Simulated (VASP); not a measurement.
# TiSi (Cmmm) in VASP: further runs

Runs on TiSi. Level: LDA. Tasks: single point.

Program: VASP 6.6.1. These are calculated values, not measurements. Logs are shortened: lines on timing, memory, paths and dates and some standing lists are left out, and cuts for length are marked.

### Step 1. The cell of the first run

It takes space group Cmmm (No. 65, orthorhombic). Conventional cell: a = 3.632 Å, b = 4.235 Å, c = 3.804 Å, α = 90.00°, β = 90.00°, γ = 90.00°. Ti (site symmetry mmm) has 8 Si at 2.63 to 2.85 Å and 4 Ti at 2.79 Å within 3.5 Å. Within 3.5 Å of Si (site symmetry mmm) lie 8 Ti at 2.63 to 2.85 Å and 4 Si at 2.79 Å.

### Step 2. Single point, LDA

Contents of INCAR:

```
SYSTEM = TiSi
  PREC = Accurate
  ENCUT = 520
  EDIFF = 1E-6
  ISMEAR = -1
  SIGMA = 0.1
  LREAL = .False.
  LASPH = .True.
  NELM = 100
  ALGO = Normal
  ISIF = 2
  LWAVE = .False.
  LCHARG = .True.
  GGA = CA
  LELF = .True.
  LVHAR = .True.
  NBANDS = 15
```

Contents of KPOINTS:

```
regular mesh
0
Gamma
  8 8 6
  0 0 0
```

Contents of POSCAR:

```
TiSi
1.0
    1.8161780000     -2.1176240000      0.0000000000
    1.8161780000      2.1176240000      0.0000000000
    0.0000000000      0.0000000000      3.8039340000
Ti Si
1 1
Direct
    0.5000000000      0.5000000000      0.0000000000
    0.0000000000      0.0000000000      0.5000000000
```

Potentials or basis: VASP PAW LDA potentials, release 64 (Ti_sv, Si).

Launch:

```bash
$ cat potpaw_LDA.64/Ti_sv/POTCAR potpaw_LDA.64/Si/POTCAR > POTCAR
$ mpirun -np 1 vasp_std > vasp.out
```

OUTCAR:

```text
SYSTEM = TiSi
   PREC = Accurate
   ENCUT = 520
   EDIFF = 1E-6
   ISMEAR = -1
   LREAL = .False.
   LASPH = .True.
   NELM = 100
   ISIF = 2
   GGA = CA

 ion  position               nearest neighbor table
   1  0.500  0.500  0.000-   2 2.63   2 2.63   2 2.63   2 2.63   2 2.85   2 2.85   2 2.85   2 2.85

   2  0.000  0.000  0.500-   1 2.63   1 2.63   1 2.63   1 2.63   1 2.85   1 2.85   1 2.85   1 2.85

  LATTYP: Found a base centered orthorhombic cell.
 ALAT       =     3.6323560000
 B/A-ratio  =     1.1659782246
 C/A-ratio  =     1.0472360088

  Lattice vectors:

 A1 = (   1.8161780000,  -2.1176240000,   0.0000000000)
 A2 = (   1.8161780000,   2.1176240000,   0.0000000000)
 A3 = (   0.0000000000,   0.0000000000,   3.8039340000)

Analysis of symmetry for initial positions (statically):
=====================================================================
 Subroutine PRICEL returns:
 Original cell was already a primitive cell.

 Routine SETGRP: Setting up the symmetry group for a
 base centered orthorhombic supercell.

 Subroutine GETGRP returns: Found  8 space group operations
 (whereof  8 operations were pure point group operations)
 out of a pool of  8 trial point group operations.

The static configuration has the point symmetry D_2h.

Analysis of symmetry for dynamics (positions and initial velocities):
=====================================================================
 Subroutine PRICEL returns:
 Original cell was already a primitive cell.

 Routine SETGRP: Setting up the symmetry group for a
 base centered orthorhombic supercell.

 Subroutine GETGRP returns: Found  8 space group operations
 (whereof  8 operations were pure point group operations)
 out of a pool of  8 trial point group operations.

The dynamic configuration has the point symmetry D_2h.

 Subroutine INISYM returns: Found  8 space group operations
 (whereof  8 operations are pure point group operations),
 and found     1 'primitive' translations

----------------------------------------------------------------------------------------

                                     Primitive cell

  volume of cell :      29.2597

  direct lattice vectors                    reciprocal lattice vectors
     1.816178000 -2.117624000  0.000000000     0.275303412 -0.236113682  0.000000000
     1.816178000  2.117624000  0.000000000     0.275303412  0.236113682  0.000000000
     0.000000000  0.000000000  3.803934000     0.000000000  0.000000000  0.262885739

  length of vectors
     2.789773097  2.789773097  3.803934000     0.362686696  0.362686696  0.262885739

  position of ions in fractional coordinates (direct lattice)
     0.500000000  0.500000000  0.000000000
     0.000000000  0.000000000  0.500000000

  ion indices of the primitive-cell ions
   primitive index   ion index
                 1           1
                 2           2

----------------------------------------------------------------------------------------

 KPOINTS: regular mesh

Automatic generation of k-mesh.
 Grid dimensions read from file:
 generate k-points for:    8    8    6

 Generating k-lattice:

  Cartesian coordinates                     Fractional coordinates (reciprocal lattice)
     0.034412926 -0.029514210  0.000000000     0.125000000  0.000000000  0.000000000
     0.034412926  0.029514210  0.000000000     0.000000000  0.125000000  0.000000000
     0.000000000  0.000000000  0.043814290     0.000000000  0.000000000  0.166666667

  Length of vectors
     0.045335837  0.045335837  0.043814290

  Shift w.r.t. Gamma in fractional coordinates (k-lattice)
     0.000000000  0.000000000  0.000000000

 Subroutine IBZKPT returns following result:
 ===========================================

 Found     84 irreducible k-points:

 Following reciprocal coordinates:
            Coordinates               Weight
  0.000000  0.000000  0.000000      1.000000
  0.125000  0.000000  0.000000      4.000000
  0.250000  0.000000  0.000000      4.000000
  0.375000  0.000000  0.000000      4.000000
  0.500000  0.000000  0.000000      2.000000
  0.125000  0.125000  0.000000      2.000000
[... 16 lines left out ...]
  0.125000  0.000000  0.166667      8.000000
  0.250000  0.000000  0.166667      8.000000
 [... further k-points ...]
   k-points           NKPTS =     84   k-points in BZ     NKDIM =     84   number of bands    NBANDS=     15
   number of dos      NEDOS =    301   number of ions     NIONS =      2
   total plane-waves  NPLWV =  16128
   dimension x,y,z NGX =    24 NGY =   24 NGZ =   28
   dimension x,y,z NGXF=    48 NGYF=   48 NGZF=   56
   ions per type =               1   1
   NGX,Y,Z   is equivalent  to a cutoff of  14.30, 14.30, 12.24 a.u.
   NGXF,Y,Z  is equivalent  to a cutoff of  28.60, 28.60, 24.47 a.u.
 SYSTEM =  TiSi
   PREC   = accura    normal or accurate (medium, high low for compatibility)
   ISTART =      0    job   : 0-new  1-cont  2-samecut
   ICHARG =      2    charge: 1-file 2-atom 10-const
   ISPIN  =      1    spin polarized calculation?
   LNONCOLLINEAR =      F non collinear calculations
   LSORBIT =      F    spin-orbit coupling
   LASPH  =      T    aspherical Exc in radial PAW
   ENCUT  =  520.0 eV  38.22 Ry    6.18 a.u.   5.19  5.19  7.07*2*pi/ulx,y,z
   NELM   =    100;   NELMIN=  2; NELMDL= -5     # of ELM steps
   EDIFF  = 0.1E-05   stopping-criterion for ELM
   LREAL  =      F    real-space projection
   EDIFFG = 0.1E-04   stopping-criterion for IOM
   NSW    =      0    number of steps for IOM
   IBRION =     -1    ionic relax: 0-MD 1-quasi-New 2-CG
   NFREE  =      0    steps in history (QN), initial steepest desc. (CG)
   ISIF   =      2    stress and relaxation
   ISYM   =      2    0-nonsym 1-usesym 2-fastsym
   POTIM  = 0.5000    time-step for ionic-motion
   TEBEG  =    0.0;   TEEND  =   0.0 temperature during run
   PSTRESS=    0.0 pullay stress
   NELECT =      16.0000    total number of electrons
   NUPDOWN=      -1.0000    fix difference up-down
   EMIN   =  10.00;   EMAX   =-10.00  energy-range for DOS
   EFERMI =   0.00;   METHOD = LEGACY
   ISMEAR =    -1;   SIGMA  =   0.10  broadening in eV -4-tet -1-fermi 0-gaus
   EFERMI_NEDOS =   21; number of points for ismear=-14 and -15
   IALGO  =     38    algorithm
   IMIX   =      4    mixing-type and parameters
     AMIX     =   0.40;   BMIX     =  1.00
     AMIX_MAG =   1.60;   BMIX_MAG =  1.00
  volume/ion in A,a.u.               =      14.63        98.73
  Fermi-wavevector in a.u.,A,eV,Ry     =   1.338725  2.529824 24.384157  1.792185
  Thomas-Fermi vector in A             =   2.467173
   LORBIT       =      0    0 simple, 1 ext, 2 COOP (PROOUT), +10 PAW based schemes
   GGA     = CA    functional components
   LHFCALC =     F    Hartree Fock is set to
   AEXX    =    0.0000 exact exchange contribution
   IVDW    =     0    specifies the selected vdW correction
   LEPSILON=     F    determine dielectric tensor
   LRPA    =     F    only Hartree local field effects (RPA)
 non-spin polarized calculation
  energy-cutoff  :      520.00
  volume of cell :       29.26
 maximum number of plane-waves:       814
 NGX is ok and might be reduce to    24
   NGX = 11   NGY = 11   NGZ = 15

 number of electron      16.0000004 magnetization

 Free energy of the ion-electron system (eV)
  ---------------------------------------------------
  ext. energy  EPLUGINS =         0.00000000
  ---------------------------------------------------
  free energy    TOTEN  =       -15.74276346 eV

  energy without entropy =      -15.69833471  energy(sigma->0) =      -15.72054908

 E-fermi :   9.9703     XC(G=0): -11.9265

 val. band max:        9.9611634209   @ k =  -0.3750   0.3750   0.0000
 cond. band min:       9.9824528533   @ k =   0.5000   0.2500   0.5000
 fundamental gap:      0.0212894324
 Fermi energy:         9.9702931780

 k-point     1 :       0.0000    0.0000    0.0000
  band No.  band energies     occupation
      1     -46.0546      2.00000
      2     -22.8471      2.00000
      3     -22.4232      2.00000
      4     -22.3227      2.00000
      5      -1.6697      2.00000
      6       7.5765      2.00000
      7       8.3710      2.00000
      8       8.8411      1.99998
      9      11.5962      0.00000
     10      12.2359      0.00000
     11      12.7976      0.00000
     12      15.1087      0.00000
     13      15.9039      0.00000
     14      16.2905      0.00000
     15      18.4817      0.00000

 k-point     2 :       0.1250    0.0000    0.0000
  band No.  band energies     occupation
      1     -46.0439      2.00000
      2     -22.8364      2.00000
      3     -22.4784      2.00000
      4     -22.3477      2.00000
      5      -1.3578      2.00000
      6       7.8107      2.00000
      7       8.1480      2.00000
      8       8.8057      1.99998
      9      11.8637      0.00000
     10      12.3257      0.00000
     11      12.4657      0.00000
     12      13.5637      0.00000
     13      15.9083      0.00000
     14      16.3540      0.00000
     15      19.7200      0.00000

 k-point     3 :       0.2500    0.0000    0.0000
  band No.  band energies     occupation
      1     -46.0180      2.00000
      2     -22.8104      2.00000
      3     -22.6669      2.00000
      4     -22.3491      2.00000
      5      -0.4469      2.00000
      6       7.6326      2.00000
      7       7.6839      2.00000
      8       8.5596      2.00000
      9      11.9366      0.00000
     10      12.1157      0.00000
     11      12.3554      0.00000
     12      13.0105      0.00000
     13      16.0951      0.00000
     14      16.7201      0.00000
     15      20.4925      0.00000

 k-point     4 :       0.3750    0.0000    0.0000
  band No.  band energies     occupation
      1     -45.9919      2.00000
      2     -22.8627      2.00000
      3     -22.7843      2.00000
      4     -22.3383      2.00000
      5       0.9887      2.00000
      6       5.4785      2.00000
      7       7.2811      2.00000
      8       8.9707      1.99991
      9      11.5863      0.00000
     10      12.2056      0.00000
     11      13.1873      0.00000
     12      14.2364      0.00000
     13      15.5747      0.00000
     14      17.5731      0.00000
     15      18.4468      0.00000
[... 307 lines left out ...]
 k-point    22 :       0.0000    0.0000    0.1667
  band No.  band energies     occupation
      1     -46.0541      2.00000
      2     -22.8583      2.00000
      3     -22.4228      2.00000
      4     -22.3223      2.00000
      5      -1.4117      2.00000
      6       6.1221      2.00000
      7       8.9100      1.99995
      8       9.3788      1.99462
      9      11.2528      0.00001
     10      12.0454      0.00000
     11      12.8163      0.00000
     12      15.8227      0.00000
     13      16.3390      0.00000
     14      17.1423      0.00000
     15      18.0663      0.00000

 k-point    23 :       0.1250    0.0000    0.1667
  band No.  band energies     occupation
      1     -46.0434      2.00000
      2     -22.8471      2.00000
      3     -22.4777      2.00000
      4     -22.3473      2.00000
      5      -1.1132      2.00000
      6       6.3244      2.00000
      7       8.8649      1.99997
      8       9.1653      1.99936
      9      11.4734      0.00000
     10      11.9753      0.00000
     11      12.5334      0.00000
     12      14.2178      0.00000
     13      16.3325      0.00000
     14      17.2599      0.00000
     15      19.4422      0.00000

 k-point    24 :       0.2500    0.0000    0.1667
  band No.  band energies     occupation
      1     -46.0175      2.00000
      2     -22.8201      2.00000
      3     -22.6657      2.00000
      4     -22.3486      2.00000
      5      -0.2446      2.00000
      6       6.7273      2.00000
      7       7.7442      2.00000
      8       9.0594      1.99978
      9      11.8744      0.00000
     10      12.0381      0.00000
     11      12.0973      0.00000
     12      13.0257      0.00000
     13      16.8490      0.00000
     14      17.3567      0.00000
     15      19.7314      0.00000

 [... further k-points ...]
[... 5 lines left out ...]
  --------------------------------------------------------------------------------------
  -------------------------------------------------------------------------------------
  Total       -1.3067021     -1.4788374     -1.3155396      0.0000000      0.0000000      0.0000000
  in kB      -71.5512050    -80.9768326    -72.0351174      0.0000000      0.0000000      0.0000000
  external PRESSURE =     -74.8543850 kB  Pullay stress =       0.0000000 kB

 VOLUME and BASIS-vectors are now :
 -----------------------------------------------------------------------------
  energy-cutoff  :      520.00
  volume of cell :       29.26
      direct lattice vectors                 reciprocal lattice vectors
     1.816178000 -2.117624000  0.000000000     0.275303412 -0.236113682  0.000000000
     1.816178000  2.117624000  0.000000000     0.275303412  0.236113682  0.000000000
     0.000000000  0.000000000  3.803934000     0.000000000  0.000000000  0.262885739

 POSITION                                       TOTAL-FORCE (eV/Angst)
 -----------------------------------------------------------------------------------
      1.81618      0.00000      0.00000        -0.000000      0.000000      0.000000
      0.00000      0.00000      1.90197         0.000000     -0.000000      0.000000
 -----------------------------------------------------------------------------------
    total drift:                               -0.000000     -0.000000     -0.000000

  FREE ENERGIE OF THE ION-ELECTRON SYSTEM (eV)
  ---------------------------------------------------
  free  energy   TOTEN  =       -15.7427634557 eV

  energy  without entropy=      -15.6983347088  energy(sigma->0) =      -15.72054908
```

Wall time 36 s (1 thread of Intel Xeon 8259CL, shared host); peak memory 0.16 GiB.

What came out:

| Quantity | Value |
| --- | --- |
| Free energy | -15.7428 eV |
| Pressure | -7.5 GPa |
| Band gap on the k mesh | zero (band 8 reaches 10.74 eV, above the bottom of band 9 at 9.09 eV) |

(Part 1 of 2 ends here.)
